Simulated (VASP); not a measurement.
Wanted: the native input for a VASP 6.6.1 run.

- Task: single point
- Functional: PBEsol
- Potentials or basis: VASP PAW PBE potentials, release 64 (Hf_pv, B)
- Cutoff: 520 eV
- k mesh: 10 × 10 × 10
- Occupations: gaussian, width 0.1 eV
- Spin: no spin polarisation
- Dipole correction: no
- Further INCAR settings: ALGO = Normal; EDIFF = 1e-06; NBANDS = 14

The structure of HfB lies in POSCAR:

```
HfB
1.0
    3.2668333300      0.0000000000      0.0000000000
    1.6334166650      2.8291606537      0.0000000000
    1.6334166650      0.9430535512      2.6673582444
Hf B
1 1
Direct
    0.5000000000      0.5000000000      0.5000000000
    0.0000000000      0.0000000000      0.0000000000
```

One way to write it, as run:

INCAR

```
  PREC = Accurate
  ENCUT = 520
  EDIFF = 1E-6
  ISMEAR = 0
  SIGMA = 0.1
  LREAL = False
  LASPH = True
  NELM = 60
  ALGO = Normal
  ISIF = 2
  LWAVE = False
  LCHARG = False
  GGA = PS
  NBANDS = 14
```

KPOINTS

```
regular mesh
0
Gamma
  10 10 10
```

Potentials or basis: VASP PAW PBE potentials, release 64 (Hf_pv, B).

Run with:

```bash
$ cat potpaw_PBE.64/Hf_pv/POTCAR potpaw_PBE.64/B/POTCAR > POTCAR
$ mpirun -np 1 vasp_std > vasp.out
```

Results of the run:

```json
{"Pressure": "24.3 GPa"}
```

Caveat: the PAW data sets were made with another functional, which shifts forces and pressure a little.

Wall time 8.3 s on 1 thread of Intel Xeon 6975P-C, with other jobs on the host, peak memory 0.15 GiB.
